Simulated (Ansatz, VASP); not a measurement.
## Be2Te: VASP beside Ansatz

```
Be Te
1.0
     5.82359    0.00000    0.00000
     0.00000    5.82359    0.00000
     0.00000    0.00000    3.78793
Be Te
4 2
Cartesian
  1.7296 1.7296 0.0000
  1.1822 4.6414 1.8940
  4.0940 4.0940 0.0000
  4.6414 1.1822 1.8940
  0.0000 0.0000 0.0000
  2.9118 2.9118 1.8940
```

Alike in both runs: task relaxation of cell and atoms; functional PBE; k mesh 6 × 6 × 10; occupations gaussian, width 0.1 eV; no spin polarisation.

```csv
,VASP,Ansatz
version,VASP 6.6.1,Ansatz 0.2.0
potentials or method,"VASP PAW PBE potentials, release 64 (Be, Te), cutoff 600 eV","scalar-relativistic, plane waves, PAW"
valence electrons in the cell,20,40
```

|  | VASP | Ansatz | Ansatz less VASP |
| --- | --- | --- | --- |
| gap on the k mesh at the Fermi level, each at its own relaxed structure (eV) | none | none | - |
| relaxed volume (Å³/atom) | 21.60 | 21.55 | -0.047 |
| relaxed cell length with the largest relative difference (Å) | 5.861 | 5.856 | -0.0056 |

A gap of «none» marks a metal or a gap that the smearing closes. VASP's potentials hold 20 valence electrons a cell and Ansatz's 40, so a difference there can come from the potentials and not from the codes.

Spin-orbit coupling is off throughout.
